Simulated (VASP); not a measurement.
# YN (Fm-3m) in VASP: elastic constants with PBEsol

Aim: the elastic constants of YN with PBEsol.

Program: VASP 6.6.1. These are calculated values, not measurements. Logs are shortened: lines on timing, memory, paths and dates and some standing lists are left out, and cuts for length are marked.

## 1. The cell of the first run

It takes space group Fm-3m (No. 225, cubic). Conventional cell: a = 4.736 Å, b = 4.736 Å, c = 4.736 Å, α = 90.00°, β = 90.00°, γ = 90.00°. Y (site symmetry m-3m) has 6 N at 2.37 Å within 3.1 Å. N (site symmetry m-3m) has 6 Y at 2.37 Å within 3.1 Å.

## 2. Elastic constants, PBEsol

INCAR

```
SYSTEM = YN
ALGO = Normal
EDIFF = 1E-8
ENCUT = 600
GGA = PS
GGA_COMPAT = .FALSE.
IBRION = 6
ISIF = 3
ISMEAR = -1
LASPH = .TRUE.
LCHARG = .FALSE.
LREAL = .FALSE.
LWAVE = .FALSE.
NELM = 120
NFREE = 2
NSW = 1
POTIM = 0.015
PREC = Accurate
SIGMA = 0.1
```

KPOINTS

```
k-points
0
G
  16 16 16
  0 0 0
```

POSCAR

```
YN
1.0
    0.0000000000      2.3681007189      2.3681007189
    2.3681007189      0.0000000000      2.3681007189
    2.3681007189      2.3681007189      0.0000000000
Y N
1 1
Direct
    0.0000000000      0.0000000000      0.0000000000
    0.5000000000      0.5000000000      0.5000000000
```

Potentials or basis: VASP PAW PBE potentials, release 64 (Y_sv, N).

On the command line:

```
cat potpaw_PBE.64/Y_sv/POTCAR potpaw_PBE.64/N/POTCAR > POTCAR
mpirun -np 1 vasp_std > vasp.out
```

OUTCAR:

```text
SYSTEM = YN
   EDIFF = 1E-8
   ENCUT = 600
   GGA = PS
   IBRION = 6
   ISIF = 3
   ISMEAR = -1
   LASPH = .TRUE.
   LREAL = .FALSE.
   NELM = 120
   NFREE = 2
   NSW = 1
   POTIM = 0.015
   PREC = Accurate

 ion  position               nearest neighbor table
   1  0.000  0.000  0.000-   2 2.37   2 2.37   2 2.37   2 2.37   2 2.37   2 2.37
   2  0.500  0.500  0.500-   1 2.37   1 2.37   1 2.37   1 2.37   1 2.37   1 2.37

  LATTYP: Found a face centered cubic cell.
 ALAT       =     4.7362014378

  Lattice vectors:

 A1 = (   0.0000000000,   2.3681007189,   2.3681007189)
 A2 = (   2.3681007189,   0.0000000000,   2.3681007189)
 A3 = (   2.3681007189,   2.3681007189,   0.0000000000)

Analysis of symmetry for initial positions (statically):
=====================================================================
 Subroutine PRICEL returns:
 Original cell was already a primitive cell.

 Routine SETGRP: Setting up the symmetry group for a
 face centered cubic supercell.

 Subroutine GETGRP returns: Found 48 space group operations
 (whereof 48 operations were pure point group operations)
 out of a pool of 48 trial point group operations.

The static configuration has the point symmetry O_h .

Analysis of symmetry for dynamics (positions and initial velocities):
=====================================================================
 Subroutine PRICEL returns:
 Original cell was already a primitive cell.

 Routine SETGRP: Setting up the symmetry group for a
 face centered cubic supercell.

 Subroutine GETGRP returns: Found 48 space group operations
 (whereof 48 operations were pure point group operations)
 out of a pool of 48 trial point group operations.

The dynamic configuration has the point symmetry O_h .

 Subroutine INISYM returns: Found 48 space group operations
 (whereof 48 operations are pure point group operations),
 and found     1 'primitive' translations

[... 354 lines left out ...]
     12       9.5807      0.00000
[... 331 lines left out ...]
 k-point    24 :      -0.0625    0.0625    0.0000
  band No.  band energies     occupation
      1     -35.6857      2.00000
      2     -15.4541      2.00000
      3     -15.3083      2.00000
      4     -15.2721      2.00000
      5      -8.2731      2.00000
      6       3.8390      1.99943
      7       4.0910      1.99297
      8       4.3838      1.87627
      9       7.8284      0.00000
     10       7.9833      0.00000
     11       8.3436      0.00000
     12       9.9581      0.00000

 [... further k-points ...]
[... 5 lines left out ...]
  --------------------------------------------------------------------------------------
  -------------------------------------------------------------------------------------
  Total        2.4442128      2.4311666      2.4311666      0.0000000     -0.0000000      0.0000000
  in kB      147.4412784    146.6543000    146.6543000      0.0000000     -0.0000000      0.0000000
  external PRESSURE =     146.9166261 kB  Pullay stress =       0.0000000 kB
[... 17 lines left out ...]
  FREE ENERGIE OF THE ION-ELECTRON SYSTEM (eV)
  ---------------------------------------------------
  free  energy   TOTEN  =       -19.0442330024 eV

  energy  without entropy=      -19.0418621649  energy(sigma->0) =      -19.04304758

 INTERNAL STRAIN TENSORS FROM STRAINED CELLS
 ============================================

 INTERNAL STRAIN TENSOR FOR ION    1 for displacements in x,y,z  (eV/Angst):
          X           Y           Z          XY          YZ          ZX
  --------------------------------------------------------------------------------
  x    -0.00000     0.00000    -0.00000     0.00000    -0.00000     0.00000
  y     0.00000     0.00000     0.00000     0.00000     0.00000     0.00000
  z     0.00000    -0.00000     0.00000     0.00000     0.00000     0.00000

 INTERNAL STRAIN TENSORS FROM DISPLACED ATOMS
 ============================================

 INTERNAL STRAIN TENSOR FOR ION    1 for displacements in x,y,z  (eV/Angst):
          X           Y           Z          XY          YZ          ZX
  --------------------------------------------------------------------------------
  x     0.00000     0.00000     0.00000     0.00000     0.00000     0.00000
  y     0.00000     0.00000     0.00000     0.00000     0.00000     0.00000
  z     0.00000     0.00000     0.00000     0.00000     0.00000     0.00000

 INTERNAL STRAIN TENSOR FOR ION    2 for displacements in x,y,z  (eV/Angst):
          X           Y           Z          XY          YZ          ZX
  --------------------------------------------------------------------------------
  x     0.00000     0.00000     0.00000     0.00000     0.00000     0.00000
  y     0.00000     0.00000     0.00000     0.00000     0.00000     0.00000
  z     0.00000     0.00000     0.00000     0.00000     0.00000     0.00000

 Eigenvectors and eigenvalues of the dynamical matrix
 ----------------------------------------------------

   1 f  =    7.348066 THz    46.169259 2PiTHz  245.105091 cm-1    30.389145 meV
             X         Y         Z           dx          dy          dz
      0.000000  0.000000  0.000000     0.000000    0.369233    0.000000
      2.368101  2.368101  2.368101     0.000000   -0.929337    0.000000
[... 21 lines left out ...]
   6 f/i=    0.002977 THz     0.018708 2PiTHz    0.099315 cm-1     0.012314 meV
             X         Y         Z           dx          dy          dz
      0.000000  0.000000  0.000000     0.000000    0.000000    0.929337
      2.368101  2.368101  2.368101     0.000000    0.000000    0.369233

--------------------------------------------------------------------------------------------------------

 ELASTIC MODULI CONTR FROM IONIC RELAXATION (kBar)
 Direction    XX          YY          ZZ          XY          YZ          ZX
 --------------------------------------------------------------------------------
 XX           0.0000      0.0000      0.0000      0.0000      0.0000      0.0000
 YY           0.0000      0.0000      0.0000      0.0000      0.0000      0.0000
 ZZ           0.0000      0.0000      0.0000      0.0000      0.0000      0.0000
 XY           0.0000      0.0000      0.0000      0.0000      0.0000      0.0000
 YZ           0.0000      0.0000      0.0000      0.0000      0.0000      0.0000
 ZX           0.0000      0.0000      0.0000      0.0000      0.0000      0.0000
 --------------------------------------------------------------------------------

 TOTAL ELASTIC MODULI (kBar)
 Direction    XX          YY          ZZ          XY          YZ          ZX
 --------------------------------------------------------------------------------
 XX        4696.7812    880.7740    880.7740     -0.0000     -0.0000     -0.0000
 YY         880.7740   4696.7812    880.7740     -0.0000     -0.0000      0.0000
 ZZ         880.7740    880.7740   4696.7812     -0.0000     -0.0000     -0.0000
 XY          -0.0000     -0.0000     -0.0000   1281.1539     -0.0000      0.0000
 YZ          -0.0000     -0.0000     -0.0000     -0.0000   1281.1539      0.0000
 ZX          -0.0000      0.0000     -0.0000      0.0000      0.0000   1281.1539
 --------------------------------------------------------------------------------
```

OSZICAR:

```text
N       E                     dE             d eps       ncg     rms          rms(c)
DAV:   1     0.625007797365E+02    0.62501E+02   -0.96704E+03  3488   0.152E+03
DAV:   2    -0.186424150080E+02   -0.81143E+02   -0.74421E+02  4500   0.284E+02
DAV:   3    -0.222902432772E+02   -0.36478E+01   -0.36162E+01  4544   0.542E+01
[... 212 lines left out ...]
DAV:   4    -0.190442402182E+02    0.88474E-05   -0.24297E-04 10328   0.144E-01    0.313E-02
DAV:   5    -0.190442347493E+02    0.54689E-05   -0.84859E-06  9704   0.338E-02    0.198E-02
DAV:   6    -0.190442329355E+02    0.18138E-05   -0.63927E-06 10324   0.284E-02    0.223E-03
DAV:   7    -0.190442329954E+02   -0.59889E-07   -0.74902E-07 10192   0.878E-03    0.157E-03
DAV:   8    -0.190442330024E+02   -0.70402E-08   -0.31486E-08  9880   0.228E-03
  17 F= -.19044233E+02 E0= -.19043048E+02  d E =-.237084E-02
```

It took 30 min on 1 thread of Intel Xeon Platinum 8488C (Sapphire Rapids), shared host; peak memory 0.89 GiB.

Results:

```
Elastic constants C11, C12, C44 : 470, 88, 128 GPa
Voigt bulk modulus              : 215 GPa
Highest phonon frequency at Γ   : 245 cm⁻¹
```

Phonon frequencies in cm⁻¹ (negative: imaginary):
```csv
q point,frequencies
"(0.000, 0.000, 0.000)",0 0 0 245 245 245
```

Elastic tensor in Voigt notation (GPa, in the Cartesian axes of the cell as first typed):
```
470  88  88   0   0   0
 88 470  88   0   0   0
 88  88 470   0   0   0
  0   0   0 128   0   0
  0   0   0   0 128   0
  0   0   0   0   0 128
```

Clamped-ion elastic tensor (GPa):
```
470  88  88   0   0   0
 88 470  88   0   0   0
 88  88 470   0   0   0
  0   0   0 128   0   0
  0   0   0   0 128   0
  0   0   0   0   0 128
```

Caveat: the cell is under stress, which shifts elastic constants; the PAW data sets were made with another functional, which shifts forces and pressure a little.
